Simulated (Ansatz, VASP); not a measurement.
# One calculation of Ca2TeSe, two programs

```
Se Ca Te
1.0
     4.33615    0.00000    0.00000
     0.00000    4.33615    0.00000
     0.00000    0.00000    6.13183
Se Ca Te
1 2 1
Direct
  0.00000 0.00000 0.00000
  0.00000 0.00000 0.50000
  0.50000 0.50000 0.00000
  0.50000 0.50000 0.50000
```

Alike in both runs: task single point; functional PBE; k mesh 6 × 6 × 4; no spin polarisation.

```csv
,VASP,Ansatz
version,VASP 6.6.1,Ansatz 0.2.0
potentials or method,"VASP PAW PBE potentials, release 64 (Se, Ca_sv, Te)","plane waves, PAW"
plane-wave cutoff (eV),520,420
occupations,"gaussian, width 0.01 eV",fixed
valence electrons in the cell,32,52
```

Ansatz gave:

| Quantity | Value |
| --- | --- |
| gap on the k mesh at the Fermi level (eV) | 1.67 |
| pressure (GPa) | 1.3 |

**Question.** Which values does VASP return?

**Answer.** gap on the k mesh at the Fermi level (eV): 1.66; pressure (GPa): 1.5.

VASP's potentials hold 32 valence electrons a cell and Ansatz's 52, so a difference there can come from the potentials and not from the codes.

Spin-orbit coupling is off throughout.
